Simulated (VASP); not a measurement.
The system is Sb.

```
Sb
1.0
     0.00000   -2.37124   -2.37124
    -2.37124    0.00000   -2.37124
     2.37124    2.37124   -4.74249
Sb
2
Direct
  0.48982 0.45774 0.56015
  0.01018 0.04226 0.93985
```

Base run:

* Program: VASP 6.6.1
* Functional: BLYP
* Potentials or basis: VASP PAW PBE potentials, release 64 (Sb)
* Cutoff: 520 eV
* k mesh: 9 × 9 × 5
* Occupations: fermi-dirac, width 0.05 eV
* Spin: no spin polarisation

Its results: band gap on the k mesh zero (band 5 reaches 12.12 eV, above the bottom of band 6 at 7.86 eV); pressure 19.1 GPa; largest force 2.112 eV/Å.

Q: The run is repeated on the same cell with these changes: functional from BLYP to revPBE. What comes out?

A: Band gap on the k mesh zero (band 5 reaches 11.81 eV, above the bottom of band 6 at 7.41 eV); pressure 14.2 GPa; largest force 2.062 eV/Å.

Caveats: the PAW data sets were made with another functional, which shifts forces and pressure a little; spin-orbit coupling is left out, which moves the levels of the heavy elements.
